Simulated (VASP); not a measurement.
# SnSe (rocksalt type): single point with PBE

The system is SnSe (rocksalt type).

```
Sn Se
1.0
     0.00000    2.65861    2.65861
     2.65861    0.00000    2.65861
     2.65861    2.65861    0.00000
Sn Se
1 1
Direct
  0.00000 0.00000 0.00000
  0.50000 0.50000 0.50000
```

| Item | Value |
| --- | --- |
| Program | VASP 6.6.1 |
| Task | single point |
| Functional | PBE |
| Potentials or basis | VASP PAW PBE potentials, release 64 (Sn_d, Se) |
| Cutoff | 520 eV |
| k mesh | 14 × 14 × 14 |
| Occupations | fermi-dirac, width 0.1 eV |
| Spin | no spin polarisation |
| Dipole correction | no |
| Further INCAR settings | ALGO = Normal; EDIFF = 1e-06; NBANDS = 17 |

```yaml
Pressure: 44.1 GPa
Band_gap_on_the_k_mesh: zero (band 10 reaches 11.40 eV, above the bottom of band 11 at 10.96 eV)
```

Levels at points of the mesh, in eV from the Fermi level:
```csv
k point,band 6,band 7,band 8,band 9,band 10,band 11,band 12,band 13,band 14,band 15
"(0.00, 0.00, 0.00)",-17.51,-3.81,-3.81,-3.81,-3.76,4.89,4.89,4.89,5.40,5.40
"(0.50, 0.00, 0.00)",-15.53,-11.00,-3.39,-3.39,-0.78,0.39,0.39,2.00,9.04,10.19
"(0.50, 0.50, 0.00)",-14.61,-8.95,-6.62,-6.12,-6.12,1.11,7.34,7.34,8.23,11.43
```

It took 24 s on 1 thread of Intel(R) Xeon(R) 6975P-C (Granite Rapids), on a shared host, peak memory 0.2 GiB.

Caveat: spin-orbit coupling is left out, which moves the levels of the heavy elements.
